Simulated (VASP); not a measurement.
Here is a VASP 6.6.1 calculation.

File INCAR:

```
  PREC = Accurate
  ENCUT = 520
  EDIFF = 1E-6
  ISMEAR = -1
  SIGMA = 0.05
  LREAL = False
  LASPH = True
  NELM = 60
  ALGO = Normal
  ISIF = 2
  LWAVE = False
  LCHARG = False
  GGA = PE
  NBANDS = 17
```

Contents of KPOINTS:

```
Automatic mesh
0
Gamma
  8 8 8
```

The input POSCAR:

```
GaF
1.0
    0.0000000000      2.9020627997      2.9020627997
    2.9020627997      0.0000000000      2.9020627997
    2.9020627997      2.9020627997      0.0000000000
Ga F
1 1
Direct
    0.2500000000      0.2500000000      0.2500000000
    0.0000000000      0.0000000000      0.0000000000
```

Potentials or basis: VASP PAW PBE potentials, release 64 (Ga_d, F).

Command:

```sh
$ cat potpaw_PBE.64/Ga_d/POTCAR potpaw_PBE.64/F/POTCAR > POTCAR
$ mpirun -np 1 vasp_std > vasp.out
```

Estimate the band gap on the k mesh.

2.49 eV, indirect (least direct gap 2.50 eV).

What does it give for the pressure?

-1.4 GPa.

A k mesh can miss the band edges.
